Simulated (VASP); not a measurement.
A run of VASP 6.6.1:

File INCAR:

```
ALGO = Normal
EDIFF = 1E-6
ENCUT = 700
GGA_COMPAT = F
ISIF = 2
ISMEAR = -1
ISPIN = 2
LASPH = T
LCHARG = T
LELF = T
LMAXMIX = 4
LORBIT = 11
LREAL = F
LVHAR = T
LWAVE = F
MAGMOM = 1 0
NBANDS = 23
NELM = 200
PREC = Accurate
SIGMA = 0.05
```

KPOINTS

```
k-points
0
Gamma
  11 11 11
```

POSCAR

```
NiO
1.0
    0.0000000000      2.1268120599      2.1268120599
    2.1268120599      0.0000000000      2.1268120599
    2.1268120599      2.1268120599      0.0000000000
Ni O
1 1
Direct
    0.0000000000      0.0000000000      0.0000000000
    0.5000000000      0.5000000000      0.5000000000
```

Potentials or basis: VASP PAW LDA potentials, release 64 (Ni_sv_GW, O).

Run with:

```bash
$ cat potpaw_LDA.64/Ni_sv_GW/POTCAR potpaw_LDA.64/O/POTCAR > POTCAR
$ mpirun -np 1 vasp_std > vasp.out
```

Hardware: 1 thread of Intel(R) Xeon(R) Platinum 8259CL CPU @ 2.50GHz (Skylake/Cascade Lake), with other jobs on the host.

Q: How long does it take, and how much memory?

A: Run time: 2.4 min on 1 thread of Intel(R) Xeon(R) Platinum 8259CL CPU @ 2.50GHz (Skylake/Cascade Lake) (shared host), peak memory 0.21 GiB. Counts: scf iterations 18, k points 56.
